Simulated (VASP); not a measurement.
# Al in VASP: relaxation of the atoms with PBE

Aim: the relaxation of the atoms of Al with PBE.

All numbers are computed with VASP 6.6.1; they aren't measurements. Logs are shortened: lines on timing, memory, paths and dates and some standing lists are left out, and cuts for length are marked.

## (1) The cell of the first run

The cell holds a slab with vacuum, 13 atoms: a = 5.714 Å, b = 5.714 Å, c = 20.102 Å, α = 90.00°, β = 90.00°, γ = 120.00°.

## (2) Relaxation of the atoms, PBE

Input file INCAR:

```
SYSTEM = Al
PREC = Accurate
ENCUT = 450
EDIFF = 1E-7
ISMEAR = 0
SIGMA = 0.1
LREAL = .FALSE.
LASPH = .TRUE.
NELM = 120
ALGO = Normal
ISIF = 2
LWAVE = .FALSE.
LCHARG = .FALSE.
LDIPOL = .TRUE.
IDIPOL = 3
DIPOL = 0.5 0.5 0.332
GGA = PE
IBRION = 2
NSW = 36
EDIFFG = -0.025
GGA_COMPAT = .FALSE.
NELMIN = 4
NELMDL = -8
```

Input file KPOINTS:

```
Automatic mesh
0
G
  6 6 1
  0 0 0
```

Input file POSCAR:

```
Al
1.0
    5.7143028096      0.0000000000      0.0000000000
   -2.8571514048      4.9487313980      0.0000000000
    0.0000000000      0.0000000000     20.1016424764
Al
13
Selective dynamics
Direct
    0.3333333333      0.1666666667      0.1989887147  F F F
    0.3333333333      0.6666666667      0.1989887147  F F F
    0.8333333333      0.1666666667      0.1989887147  F F F
    0.8333333333      0.6666666667      0.1989887147  F F F
    0.1666666667      0.3333333333      0.3134533099  F F F
    0.1666666667      0.8333333333      0.3134533099  F F F
    0.6666666667      0.3333333333      0.3134533099  F F F
    0.6666666667      0.8333333333      0.3134533099  F F F
    0.0000000000      0.0000000000      0.4279074452  F F F
    0.0000000000      0.5000000000      0.4279074452  F F F
    0.5000000000      0.0000000000      0.4279074452  F F F
    0.5000000000      0.5000000000      0.4279074452  F F F
    0.0000000000      0.0000000000      0.5482956176  F F T
```

Potentials or basis: VASP PAW PBE potentials, release 64 (Al).

The run is started by

```sh
cat potpaw_PBE.64/Al/POTCAR > POTCAR
mpirun -np 1 vasp_std > vasp.out
```

OUTCAR:

```text
SYSTEM = Al
   PREC = Accurate
   ENCUT = 450
   EDIFF = 1E-7
   ISMEAR = 0
   LREAL = .FALSE.
   LASPH = .TRUE.
   NELM = 120
   ISIF = 2
   GGA = PE
   IBRION = 2
   NSW = 36
   EDIFFG = -0.025
   NELMIN = 4
   NELMDL = -8

 ion  position               nearest neighbor table
   1  0.333  0.167  0.199-   5 2.83   6 2.83   7 2.83   4 2.86   2 2.86   2 2.86   4 2.86   3 2.86
                             3 2.86
   2  0.333  0.667  0.199-   6 2.83   5 2.83   8 2.83   3 2.86   1 2.86   1 2.86   3 2.86   4 2.86
                             4 2.86
   3  0.833  0.167  0.199-   7 2.83   8 2.83   5 2.83   4 2.86   2 2.86   4 2.86   2 2.86   1 2.86
                             1 2.86
   4  0.833  0.667  0.199-   8 2.83   7 2.83   6 2.83   3 2.86   1 2.86   3 2.86   1 2.86   2 2.86
                             2 2.86
   5  0.167  0.333  0.313-   9 2.83  12 2.83  10 2.83   1 2.83   2 2.83   3 2.83   8 2.86   6 2.86
                             6 2.86   8 2.86   7 2.86   7 2.86
   6  0.167  0.833  0.313-  10 2.83  11 2.83   9 2.83   2 2.83   1 2.83   4 2.83   7 2.86   5 2.86
                             5 2.86   7 2.86   8 2.86   8 2.86
   7  0.667  0.333  0.313-  11 2.83  10 2.83  12 2.83   3 2.83   4 2.83   1 2.83   8 2.86   6 2.86
                             8 2.86   6 2.86   5 2.86   5 2.86
   8  0.667  0.833  0.313-  12 2.83   9 2.83  11 2.83   4 2.83   3 2.83   2 2.83   7 2.86   5 2.86
                             7 2.86   5 2.86   6 2.86   6 2.86
   9  0.000  0.000  0.428-  13 2.42   5 2.83   8 2.83   6 2.83  12 2.86  10 2.86  10 2.86  12 2.86
                            11 2.86  11 2.86
  10  0.000  0.500  0.428-   6 2.83   7 2.83   5 2.83   9 2.86  11 2.86   9 2.86  11 2.86  12 2.86
                            12 2.86
  11  0.500  0.000  0.428-   7 2.83   6 2.83   8 2.83  10 2.86  12 2.86  12 2.86  10 2.86   9 2.86
                             9 2.86
  12  0.500  0.500  0.428-   8 2.83   5 2.83   7 2.83   9 2.86  11 2.86  11 2.86   9 2.86  10 2.86
                            10 2.86
  13  0.000  0.000  0.548-   9 2.42

  LATTYP: Found a hexagonal cell.
 ALAT       =     5.7143028096
 C/A-ratio  =     3.5177769093

  Lattice vectors:

 A1 = (   5.7143028096,   0.0000000000,   0.0000000000)
 A2 = (  -2.8571514048,   4.9487313980,   0.0000000000)
 A3 = (   0.0000000000,   0.0000000000,  20.1016424764)

Analysis of symmetry for initial positions (statically):
=====================================================================
 Subroutine PRICEL returns:
 Original cell was already a primitive cell.

 Routine SETGRP: Setting up the symmetry group for a
 hexagonal supercell.

 Subroutine GETGRP returns: Found  6 space group operations
 (whereof  6 operations were pure point group operations)
 out of a pool of 24 trial point group operations.

[... 157 lines left out ...]
   GGA     = PE    functional components
   LHFCALC =     F    Hartree Fock is set to
   AEXX    =    0.0000 exact exchange contribution
   IVDW    =     0    specifies the selected vdW correction
   LEPSILON=     F    determine dielectric tensor
   LRPA    =     F    only Hartree local field effects (RPA)
 conjugate gradient relaxation of ions
 non-spin polarized calculation
 Gauss-broadening in eV      SIGMA  =   0.10
  energy-cutoff  :      450.00
  volume of cell :      568.45
 maximum number of plane-waves:     12344
 NGX is ok and might be reduce to    40
   NGX = 19   NGY = 19   NGZ = 69

--------------------------------------- Ionic step        1  -------------------------------------------

 number of electron      39.0000000 magnetization

 Free energy of the ion-electron system (eV)
  ---------------------------------------------------
  ext. energy  EPLUGINS =         0.00000000
  ---------------------------------------------------
  free energy    TOTEN  =       -44.44301420 eV

  energy without entropy =      -44.41936550  energy(sigma->0) =      -44.43118985

------------------------ aborting loop because EDIFF is reached ----------------------------------------

  FORCE on cell =-STRESS in cart. coord.  units (eV):
  Direction    XX          YY          ZZ          XY          YZ          ZX
  --------------------------------------------------------------------------------------
  -------------------------------------------------------------------------------------
  Total       -3.2060440     -3.2060440      2.8979970      0.0000000      0.0000000      0.0000000
  in kB       -9.0363156     -9.0363156      8.1680772      0.0000000      0.0000000      0.0000000
  external PRESSURE =      -3.3015180 kB  Pullay stress =       0.0000000 kB
[... 75 lines left out ...]
  FREE ENERGIE OF THE ION-ELECTRON SYSTEM (eV)
  ---------------------------------------------------
  free  energy   TOTEN  =       -44.4707709603 eV

  energy  without entropy=      -44.4473691033  energy(sigma->0) =      -44.45907003

 dipolmoment           0.000000      0.000000      0.005894 electrons x Angstroem

--------------------------------------- Ionic step        3  -------------------------------------------

 number of electron      39.0000000 magnetization

 dipolmoment           0.000000      0.000000     -0.003753 electrons x Angstroem

 Free energy of the ion-electron system (eV)
  ---------------------------------------------------
  ext. energy  EPLUGINS =         0.00000000
  ---------------------------------------------------
  free energy    TOTEN  =       -44.49122449 eV

  energy without entropy =      -44.46829512  energy(sigma->0) =      -44.47975980

 E-fermi :   0.6002     XC(G=0):  -4.9746

 val. band max:        0.5712755620   @ k =   0.1667   0.1667   0.0000
 cond. band min:       0.8075244141   @ k =   0.1667   0.1667   0.0000
 fundamental gap:      0.2362488521
 Fermi energy:         0.6001541697

 k-point     1 :       0.0000    0.0000    0.0000
  band No.  band energies     occupation
      1      -9.9340      2.00000
      2      -8.2753      2.00000
      3      -5.8339      2.00000
      4      -4.1556      2.00000
      5      -4.0547      2.00000
      6      -4.0547      2.00000
[... 192 lines left out ...]
     25       2.6173      0.00000
     26       3.2234      0.00000

------------------------ aborting loop because EDIFF is reached ----------------------------------------

 vacuum level on the upper side and lower side of the slab       (xc-potential included)        -0.301        -0.180

  FORCE on cell =-STRESS in cart. coord.  units (eV):
  Direction    XX          YY          ZZ          XY          YZ          ZX
  --------------------------------------------------------------------------------------
  -------------------------------------------------------------------------------------
  Total       -2.8936039     -2.8936039      0.4733057     -0.0000000     -0.0000000      0.0000000
  in kB       -8.1556953     -8.1556953      1.3340241     -0.0000000     -0.0000000      0.0000000
  external PRESSURE =      -4.9924555 kB  Pullay stress =       0.0000000 kB
[... 28 lines left out ...]
  FREE ENERGIE OF THE ION-ELECTRON SYSTEM (eV)
  ---------------------------------------------------
  free  energy   TOTEN  =       -44.4912244913 eV

  energy  without entropy=      -44.4682951166  energy(sigma->0) =      -44.47975980

 reached required accuracy - stopping structural energy minimisation

 vacuum level on the upper side and lower side of the slab         4.275         4.403
```

CONTCAR:

```text
Al
   1.00000000000000
     5.7143028096000004    0.0000000000000000    0.0000000000000000
    -2.8571514048000002    4.9487313979999996    0.0000000000000000
     0.0000000000000000    0.0000000000000000   20.1016424763999986
  Al
    13
Selective dynamics
Direct
[... 14 lines left out ...]
  0.00000000E+00  0.00000000E+00  0.00000000E+00
  0.00000000E+00  0.00000000E+00  0.00000000E+00
  0.00000000E+00  0.00000000E+00  0.00000000E+00
  0.00000000E+00  0.00000000E+00  0.00000000E+00
  0.00000000E+00  0.00000000E+00  0.00000000E+00
  0.00000000E+00  0.00000000E+00  0.00000000E+00
  0.00000000E+00  0.00000000E+00  0.00000000E+00
  0.00000000E+00  0.00000000E+00  0.00000000E+00
  0.00000000E+00  0.00000000E+00  0.00000000E+00
  0.00000000E+00  0.00000000E+00  0.00000000E+00
  0.00000000E+00  0.00000000E+00  0.00000000E+00
  0.00000000E+00  0.00000000E+00  0.00000000E+00
  0.00000000E+00  0.00000000E+00  0.00000000E+00
```

Wall time 6.8 min (1 thread of Oxide Virtual Turin-like, shared host); peak memory 0.51 GiB.

Results:

```
Free energy               : -44.4912 eV
Energy gained by relaxing : 3.7 meV/atom
Ionic steps               : 3
Band gap on the k mesh    : zero (an odd number of electrons rules out a gap without spin polarisation)
```

Step by step:
| step | energy change (eV) | largest force on free atoms (eV/Å) | pressure (GPa) |
| --- | --- | --- | --- |
| 1 | 0.0000 | 0.8440 | -0.33 |
| 2 | -0.0278 | 0.5263 | -0.39 |
| 3 | -0.0482 | 0.0182 | -0.50 |

Final structure:
```
Al
1.0
     5.71430    0.00000    0.00000
    -2.85715    4.94873    0.00000
     0.00000    0.00000   20.10164
Al
13
Cartesian
  1.4286 0.8248 4.0000
  0.0000 3.2992 4.0000
  4.2857 0.8248 4.0000
  2.8572 3.2992 4.0000
  0.0000 1.6496 6.3009
  -1.4286 4.1239 6.3009
  2.8572 1.6496 6.3009
  1.4286 4.1239 6.3009
  0.0000 0.0000 8.6016
  -1.4286 2.4744 8.6016
  2.8572 0.0000 8.6016
  1.4286 2.4744 8.6016
  0.0000 0.0000 11.1469
```

The gap in the log of VASP goes by the Fermi energy; the results here count the filled bands.